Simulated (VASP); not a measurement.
Write the native input for VASP 6.6.1 that does the following.

```yaml
Task: relaxation of cell and atoms
Functional: LDA
Potentials_or_basis: VASP PAW LDA potentials, release 64 (Ta_pv)
Cutoff: 500 eV
k_mesh: 6 × 6 × 6
Occupations: fermi-dirac, width 0.05 eV
Spin: no spin polarisation
Dipole_correction: no
Further_INCAR_settings: ALGO = Normal; EDIFF = 1e-07; IBRION = 2; EDIFFG = -0.01; NSW = 60; ISIF = 3
```

The structure of Ta lies in POSCAR:

```
Ta
1.0
    2.7100000000      0.0000000000      0.0000000000
    0.0000000000      2.7100000000      0.0000000000
    0.0000000000      0.0000000000      2.7100000000
Ta
1
Direct
    0.0000000000      0.0000000000      0.0000000000
```

These files were run (other wordings do the same):

INCAR

```
SYSTEM = Ta
  PREC = Accurate
  ENCUT = 500
  EDIFF = 1E-7
  ISMEAR = -1
  SIGMA = 0.05
  LREAL = .FALSE.
  LASPH = .TRUE.
  NELM = 120
  ALGO = Normal
  ISIF = 3
  LWAVE = .FALSE.
  LCHARG = .FALSE.
  GGA = CA
  IBRION = 2
  NSW = 60
  EDIFFG = -0.01
  GGA_COMPAT = .FALSE.
  NELMIN = 4
```

KPOINTS

```
Automatic mesh
0
G
  6 6 6
  0 0 0
```

Potentials or basis: VASP PAW LDA potentials, release 64 (Ta_pv).

Command:

```bash
$ cat potpaw_LDA.64/Ta_pv/POTCAR > POTCAR
$ mpirun -np 1 vasp_std > vasp.out
```

It gave:

- Relaxed volume: 19.68 Å³/atom
- Relaxed cell: a = 2.700 Å, b = 2.700 Å, c = 2.700 Å, α = 90.00°, β = 90.00°, γ = 90.00°
- Space group after relaxing (to 0.05 Å): Pm-3m (No. 221)
- Energy gained by relaxing: 1.3 meV/atom
- Ionic steps: 3
- Pressure after relaxing: 0.0 GPa

Caveat: the k points lie up to 0.39 Å⁻¹ apart in the final cell.

Run time: 13 s on 1 thread of Intel Xeon 8259CL, on a shared host, peak memory 0.12 GiB.
